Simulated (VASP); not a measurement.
Write the native input for VASP 6.6.1 that does the following.

- Task: single point
- Functional: PBE
- Potentials or basis: VASP PAW PBE potentials, release 64 (Cd)
- Cutoff: 520 eV
- k mesh: 14 × 14 × 14
- Occupations: fermi-dirac, width 0.08 eV
- Spin: no spin polarisation
- Dipole correction: no
- Further INCAR settings: ALGO = Normal; EDIFF = 1e-06; NBANDS = 12

The structure of Cd lies in POSCAR:

```
Cd
1.0
    0.0000000000      2.0710497390      2.0710497390
    2.0710497390      0.0000000000      2.0710497390
    2.0710497390      2.0710497390      0.0000000000
Cd
1
Direct
    0.0000000000      0.0000000000      0.0000000000
```

This cell differs from its parent crystal: volume scaled by 0.78.

These files were run (other wordings do the same):

INCAR

```
  ALGO = Normal
  EDIFF = 1E-6
  ENCUT = 520
  GGA = PE
  ISIF = 2
  ISMEAR = -1
  LASPH = True
  LCHARG = False
  LREAL = False
  LWAVE = False
  NBANDS = 12
  NELM = 60
  PREC = Accurate
  SIGMA = 0.08
```

KPOINTS

```
k-points
0
Gamma
  14 14 14
```

Potentials or basis: VASP PAW PBE potentials, release 64 (Cd).

Command:

```sh
$ cat potpaw_PBE.64/Cd/POTCAR > POTCAR
$ mpirun -np 1 vasp_std > vasp.out
```

It gave:

```
Pressure               : 22.8 GPa
Band gap on the k mesh : zero (band 6 reaches 5.96 eV, above the bottom of band 7 at 3.62 eV)
```

Run time: 8.8 s on 1 thread of Intel(R) Xeon(R) Platinum 8375C CPU @ 2.90GHz (Ice Lake), on a shared host, peak memory 0.15 GiB.
